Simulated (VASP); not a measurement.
Nb3H: single point with LDA

The system is Nb3H, a slab with vacuum.

```
Nb H
1.0
     2.92702    0.00000    0.00000
     0.00000    2.92702    0.00000
     0.00000    0.00000   21.19579
Nb H
3 1
Direct
  0.50000 0.50000 0.18872
  0.00000 0.00000 0.28769
  0.50000 0.50000 0.38667
  0.50000 0.00000 0.56171
```

* Program: VASP 6.6.1
* Task: single point
* Functional: LDA
* Potentials or basis: VASP PAW LDA potentials, release 64 (Nb_sv, H)
* Cutoff: 520 eV
* k mesh: 9 × 9 × 1
* Occupations: gaussian, width 0.1 eV
* Spin: collinear spin, ferromagnetic start
* Starting moments: [0.0, 0.0, 0.0, 1.0] μB
* Dipole correction: yes
* Further INCAR settings: ALGO = Normal; EDIFF = 1e-07; NBANDS = 32

- Largest force: 0.325 eV/Å
- Net moment: 0.77 μB per cell
- Site moments: Nb -0.02, -0.01; H +0.33 μB
- Valence electrons inside the program's atomic spheres: Nb 10.66, 10.67; H 0.36

Forces on the atoms (eV/Å):
```
Nb   0.000  0.000  0.035
Nb   0.000  0.000 -0.091
Nb   0.000  0.000  0.325
H    0.000  0.000 -0.269
```

Levels at points of the mesh, in eV from the Fermi level:
Spin up:
```csv
k point,band 18,band 19,band 20,band 21,band 22,band 23
"(0.00, 0.00, 0.00)",-2.09,-0.80,-0.37,0.26,0.56,0.56
```
Spin down:
```csv
k point,band 16,band 17,band 18,band 19,band 20,band 21,band 22,band 23,band 24,band 25
"(0.00, 0.00, 0.00)",-3.22,-2.11,-0.93,-0.83,-0.34,0.55,0.55,0.84,1.69,2.08
```

Run time: 7.8 min on 1 thread of AMD EPYC 9R45 96-Core Processor (Zen 5), with other jobs on the host, peak memory 0.35 GiB.
